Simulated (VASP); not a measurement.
# ZnO (P6_3mc) in VASP: a series of runs

ZnO is run at these levels: PBE; tasks: single point, relaxation of cell and atoms.

All numbers are computed with VASP 6.6.1; they aren't measurements. Logs are shortened: lines on timing, memory, paths and dates and some standing lists are left out, and cuts for length are marked.

## (1) The cell of the first run

The structure is hexagonal, space group P6_3mc (No. 186). The conventional cell has a = 3.281 Å, b = 3.281 Å, c = 5.288 Å, α = 90.00°, β = 90.00°, γ = 120.00°. Within 2.6 Å of Zn (site symmetry 3m) lie 4 O at 2.00 to 2.01 Å. O (site symmetry 3m) has 4 Zn at 2.00 to 2.01 Å within 2.6 Å.

## (2) Single point, PBE

INCAR reads:

```
SYSTEM = ZnO
PREC = Accurate ; ENCUT = 520
EDIFF = 1E-7 ; ISMEAR = 0
SIGMA = 0.1 ; LREAL = .FALSE.
LASPH = .TRUE. ; NELM = 80
ALGO = Normal ; ISIF = 2
LWAVE = .FALSE. ; LCHARG = .TRUE.
GGA = PE ; LELF = .TRUE.
LVHAR = .TRUE. ; NBANDS = 26
```

KPOINTS reads:

```
regular mesh
0
G
  6 6 4
  0 0 0
```

POSCAR reads:

```
ZnO
1.0
    3.2805299151      0.0000000000      0.0000000000
   -1.6402649576      2.8410222443      0.0000000000
    0.0000000000      0.0000000000      5.2881641801
Zn O
2 2
Direct
    0.0000000000      0.0000000000     -0.0021315823
    0.3333333333      0.6666666667      0.4978684177
    0.0000000000      0.0000000000      0.3771320823
    0.3333333333      0.6666666667      0.8771320823
```

Potentials or basis: VASP PAW PBE potentials, release 64 (Zn, O).

The run is started by

```
$ cat potpaw_PBE.64/Zn/POTCAR potpaw_PBE.64/O/POTCAR > POTCAR
$ mpirun -np 1 vasp_std > vasp.out
```

OUTCAR:

```text
SYSTEM = ZnO
   PREC = Accurate
   ENCUT = 520
   EDIFF = 1E-7
   ISMEAR = 0
   LREAL = .FALSE.
   LASPH = .TRUE.
   NELM = 80
   ISIF = 2
   GGA = PE

 ion  position               nearest neighbor table
   1  0.000  0.000  0.998-   4 2.00   4 2.00   4 2.00   3 2.01
   2  0.333  0.667  0.498-   3 2.00   3 2.00   3 2.00   4 2.01
   3  0.000  0.000  0.377-   2 2.00   2 2.00   2 2.00   1 2.01
   4  0.333  0.667  0.877-   1 2.00   1 2.00   1 2.00   2 2.01

  LATTYP: Found a hexagonal cell.
 ALAT       =     3.2805299151
 C/A-ratio  =     1.6119847454

  Lattice vectors:

 A1 = (   3.2805299151,   0.0000000000,   0.0000000000)
 A2 = (  -1.6402649576,   2.8410222443,   0.0000000000)
 A3 = (   0.0000000000,   0.0000000000,   5.2881641801)

Analysis of symmetry for initial positions (statically):
=====================================================================
 Subroutine PRICEL returns:
 Original cell was already a primitive cell.

 Routine SETGRP: Setting up the symmetry group for a
 hexagonal supercell.

 Subroutine GETGRP returns: Found 12 space group operations
 (whereof  6 operations were pure point group operations)
 out of a pool of 24 trial point group operations.

The static configuration has the point symmetry C_3v.
 The point group associated with its full space group is C_6v.

Analysis of symmetry for dynamics (positions and initial velocities):
=====================================================================
 Subroutine PRICEL returns:
 Original cell was already a primitive cell.

 Routine SETGRP: Setting up the symmetry group for a
 hexagonal supercell.

 Subroutine GETGRP returns: Found 12 space group operations
 (whereof  6 operations were pure point group operations)
 out of a pool of 24 trial point group operations.

The dynamic configuration has the point symmetry C_3v.
 The point group associated with its full space group is C_6v.

 Subroutine INISYM returns: Found 12 space group operations
 (whereof  6 operations are pure point group operations),
 and found     1 'primitive' translations

----------------------------------------------------------------------------------------

                                     Primitive cell

  volume of cell :      49.2860

  direct lattice vectors                    reciprocal lattice vectors
     3.280529915  0.000000000  0.000000000     0.304828801  0.175992990  0.000000000
    -1.640264958  2.841022244  0.000000000     0.000000000  0.351985980  0.000000000
     0.000000000  0.000000000  5.288164180     0.000000000  0.000000000  0.189101542

  length of vectors
[... 85 lines left out ...]
   NSW    =      0    number of steps for IOM
   IBRION =     -1    ionic relax: 0-MD 1-quasi-New 2-CG
   NFREE  =      0    steps in history (QN), initial steepest desc. (CG)
   ISIF   =      2    stress and relaxation
   ISYM   =      2    0-nonsym 1-usesym 2-fastsym
   POTIM  = 0.5000    time-step for ionic-motion
   TEBEG  =    0.0;   TEEND  =   0.0 temperature during run
   PSTRESS=    0.0 pullay stress
   NELECT =      36.0000    total number of electrons
   NUPDOWN=      -1.0000    fix difference up-down
   EMIN   =  10.00;   EMAX   =-10.00  energy-range for DOS
   EFERMI =   0.00;   METHOD = LEGACY
   ISMEAR =     0;   SIGMA  =   0.10  broadening in eV -4-tet -1-fermi 0-gaus
   EFERMI_NEDOS =   21; number of points for ismear=-14 and -15
   IALGO  =     38    algorithm
   IMIX   =      4    mixing-type and parameters
     AMIX     =   0.40;   BMIX     =  1.00
     AMIX_MAG =   1.60;   BMIX_MAG =  1.00
  volume/ion in A,a.u.               =      12.32        83.15
  Fermi-wavevector in a.u.,A,eV,Ry     =   1.474352  2.786121 29.575166  2.173713
  Thomas-Fermi vector in A             =   2.589134
   LORBIT       =      0    0 simple, 1 ext, 2 COOP (PROOUT), +10 PAW based schemes
   GGA     = PE    functional components
   LHFCALC =     F    Hartree Fock is set to
   AEXX    =    0.0000 exact exchange contribution
   IVDW    =     0    specifies the selected vdW correction
   LEPSILON=     F    determine dielectric tensor
   LRPA    =     F    only Hartree local field effects (RPA)
 non-spin polarized calculation
 Gauss-broadening in eV      SIGMA  =   0.10
  energy-cutoff  :      520.00
  volume of cell :       49.29
 maximum number of plane-waves:      1350
   NGX = 13   NGY = 13   NGZ = 19

 number of electron      36.0000032 magnetization

 Free energy of the ion-electron system (eV)
  ---------------------------------------------------
  ext. energy  EPLUGINS =         0.00000000
  ---------------------------------------------------
  free energy    TOTEN  =       -17.85848599 eV

  energy without entropy =      -17.85848599  energy(sigma->0) =      -17.85848599

 E-fermi :   1.2684     XC(G=0): -10.7264

 val. band max:        0.8994847446   @ k =   0.0000   0.0000   0.0000
 cond. band min:       1.6282125168   @ k =   0.0000   0.0000   0.0000
 fundamental gap:      0.7287277723
 Fermi energy:         1.2683619218

 k-point     1 :       0.0000    0.0000    0.0000
  band No.  band energies     occupation
      1     -16.9204      2.00000
      2     -16.2506      2.00000
      3      -4.6389      2.00000
      4      -4.6389      2.00000
      5      -4.5976      2.00000
      6      -4.4818      2.00000
[... 598 lines left out ...]
     25      16.4414      0.00000
     26      16.4489      0.00000

------------------------ aborting loop because EDIFF is reached ----------------------------------------

  FORCE on cell =-STRESS in cart. coord.  units (eV):
  Direction    XX          YY          ZZ          XY          YZ          ZX
  --------------------------------------------------------------------------------------
  -------------------------------------------------------------------------------------
  Total        0.2727619      0.2727619      0.3263375     -0.0000000     -0.0000000      0.0000000
  in kB        8.8668791      8.8668791     10.6085008     -0.0000000     -0.0000000      0.0000000
  external PRESSURE =       9.4474197 kB  Pullay stress =       0.0000000 kB

 VOLUME and BASIS-vectors are now :
 -----------------------------------------------------------------------------
  energy-cutoff  :      520.00
  volume of cell :       49.29
      direct lattice vectors                 reciprocal lattice vectors
     3.280529915  0.000000000  0.000000000     0.304828801  0.175992990  0.000000000
    -1.640264958  2.841022244  0.000000000     0.000000000  0.351985980  0.000000000
     0.000000000  0.000000000  5.288164180     0.000000000  0.000000000  0.189101542

 POSITION                                       TOTAL-FORCE (eV/Angst)
 -----------------------------------------------------------------------------------
      0.00000      0.00000      5.27689         0.000000      0.000000     -0.003371
     -0.00000      1.89401      2.63281         0.000000      0.000000     -0.003371
      0.00000      0.00000      1.99434         0.000000      0.000000      0.003371
     -0.00000      1.89401      4.63842        -0.000000      0.000000      0.003371
 -----------------------------------------------------------------------------------
    total drift:                               -0.000000     -0.000001      0.000873

  FREE ENERGIE OF THE ION-ELECTRON SYSTEM (eV)
  ---------------------------------------------------
  free  energy   TOTEN  =       -17.8584859906 eV

  energy  without entropy=      -17.8584859887  energy(sigma->0) =      -17.85848599
```

OSZICAR:

```text
N       E                     dE             d eps       ncg     rms          rms(c)
DAV:   1     0.284534238816E+03    0.28453E+03   -0.18383E+04  1116   0.199E+03
DAV:   2     0.888890131602E+01   -0.27565E+03   -0.25913E+03  1166   0.400E+02
DAV:   3    -0.205448995230E+02   -0.29434E+02   -0.29063E+02  1198   0.134E+02
DAV:   4    -0.211018615009E+02   -0.55696E+00   -0.55597E+00  1190   0.191E+01
DAV:   5    -0.211046133738E+02   -0.27519E-02   -0.27517E-02  1230   0.138E+00    0.141E+01
DAV:   6    -0.176939116862E+02    0.34107E+01   -0.67262E+00  1716   0.625E+01    0.849E+00
DAV:   7    -0.178975702711E+02   -0.20366E+00   -0.29500E+00  1140   0.172E+01    0.512E+00
DAV:   8    -0.179065002248E+02   -0.89300E-02   -0.51715E-01  1550   0.737E+00    0.163E+00
DAV:   9    -0.178558706617E+02    0.50630E-01   -0.10355E-01  1574   0.633E+00    0.300E-01
DAV:  10    -0.178583561636E+02   -0.24855E-02   -0.35612E-02  1102   0.135E+00    0.126E-01
DAV:  11    -0.178584672706E+02   -0.11111E-03   -0.72357E-04  1204   0.502E-01    0.472E-02
DAV:  12    -0.178584777035E+02   -0.10433E-04   -0.20787E-04  1446   0.422E-01    0.159E-02
DAV:  13    -0.178584908694E+02   -0.13166E-04   -0.39858E-05  1214   0.953E-02    0.189E-02
DAV:  14    -0.178584863282E+02    0.45412E-05   -0.16774E-05  1214   0.354E-02    0.190E-03
DAV:  15    -0.178584861431E+02    0.18505E-06   -0.11079E-06  1118   0.887E-03    0.764E-04
DAV:  16    -0.178584860303E+02    0.11282E-06   -0.92056E-09   680   0.905E-04    0.448E-04
DAV:  17    -0.178584859906E+02    0.39709E-07   -0.98947E-09   566   0.216E-03
   1 F= -.17858486E+02 E0= -.17858486E+02  d E =-.189797E-08
```

stdout:

```text
POSCAR found type information on POSCAR ZnO
 POSCAR found :  2 types and       4 ions
 scaLAPACK will be used
 LDA part: xc-table for (Slater+PW92), standard interpolation
 POSCAR, INCAR and KPOINTS ok, starting setup
 FFT: planning ... GRIDC
 FFT: planning ... GRID_SOFT
 FFT: planning ... GRID
 WAVECAR not read
 entering main loop
```

It took 38 s on 1 thread of Intel Xeon 8259CL, shared host; peak memory 0.17 GiB.

What came out:

* Free energy: -17.8585 eV
* Pressure: 0.9 GPa
* Largest force: 0.003 eV/Å
* Band gap on the k mesh: 0.73 eV

Forces in eV/Å, atoms in the order of the input:
```
Zn   0.000  0.000 -0.003
Zn   0.000  0.000 -0.003
O    0.000  0.000  0.003
O    0.000  0.000  0.003
```

## (3) Relaxation of cell and atoms, PBE

This run uses another cell than the first one, of 11.04 Å³/atom.

INCAR reads:

```
SYSTEM = ZnO
ALGO = Normal ; EDIFF = 1E-7
EDIFFG = -0.05 ; ENCUT = 600
GGA = PE ; IBRION = 2
ISIF = 3 ; ISMEAR = 0
LASPH = .True. ; LCHARG = .False.
LREAL = .False. ; LWAVE = .False.
NELM = 80 ; NSW = 80
PREC = Accurate ; SIGMA = 0.1
```

KPOINTS reads:

```
k-points
0
Gamma
  6 6 4
  0 0 0
```

POSCAR reads:

```
ZnO
1.0
    3.1254338795      0.0000000000      0.0000000000
   -1.5627169398      2.7067051375      0.0000000000
    0.0000000000      0.0000000000      5.2184550940
Zn O
2 2
Direct
    0.0000000000      0.0000000000      0.0071360793
    0.3333333333      0.6666666667      0.5071361011
    0.0000000000      0.0000000000      0.3678642994
    0.3333333333      0.6666666667      0.8678645202
```

Potentials or basis: VASP PAW PBE potentials, release 64 (Zn, O).

The run is started by

```
$ cat potpaw_PBE.64/Zn/POTCAR potpaw_PBE.64/O/POTCAR > POTCAR
$ mpirun -np 1 vasp_std > vasp.out
```

Run time: 3.9 min. Hardware: 1 thread of Intel Xeon 8259CL, shared host; peak memory 0.19 GiB.

It converged, with:

```
Free energy                           : -17.8545 eV
Relaxed volume                        : 12.37 Å³/atom
Relaxed cell                          : a = 3.283 Å, b = 3.283 Å, c = 5.299 Å, α = 90.00°, β = 90.00°, γ = 120.00°
Space group after relaxing (to 0.1 Å) : P6_3mc (No. 186)
Energy gained by relaxing             : 81.7 meV/atom
Ionic steps                           : 7
Pressure after relaxing               : 0.4 GPa
Largest force after relaxing          : 0.004 eV/Å
Band gap on the k mesh                : 0.72 eV
```

Forces on the atoms (eV/Å):
```
Zn   0.000  0.000  0.004
Zn   0.000  0.000  0.004
O    0.000  0.000 -0.004
O    0.000  0.000 -0.004
```

Stress tensor (GPa, compression positive):
```
0.41 0.00 0.00
0.00 0.41 0.00
0.00 0.00 0.31
```

Step by step:
```
step  energy change (eV)  largest force (eV/Å)  pressure (GPa)  volume (Å³)
   1              0.0000                0.4912           19.24        44.15
   2             -0.2068                0.0236           -7.68        53.16
   3             -0.3038                0.0835            0.07        49.51
   4             -0.3138                0.1415           -0.24        49.67
   5             -0.3176                0.2095           -0.55        49.84
   6             -0.3246                0.1006           -0.11        49.66
   7             -0.3267                0.0037            0.38        49.47
```

Final structure:
```
Zn O
1.0
     3.28327    0.00000    0.00000
    -1.64164    2.84340    0.00000
     0.00000    0.00000    5.29940
Zn O
2 2
Direct
  0.00000 0.00000 0.99792
  0.33333 0.66667 0.49792
  0.00000 0.00000 0.37708
  0.33333 0.66667 0.87708
```

Levels at points of the mesh, in eV from the valence-band top:
```csv
k point,band 15,band 16,band 17,band 18,band 19,band 20,band 21,band 22
"(0.00, 0.00, 0.00)",-0.75,-0.08,0.00,0.00,0.72,5.08,8.06,12.71
"(0.50, 0.00, 0.00)",-2.71,-2.13,-1.23,-0.79,5.61,6.82,7.52,8.24
"(0.00, 0.00, 0.50)",-0.37,-0.37,-0.37,-0.37,3.35,3.35,9.90,9.90
"(0.50, 0.00, 0.50)",-1.42,-1.42,-1.31,-1.31,5.63,5.63,8.21,8.21
```
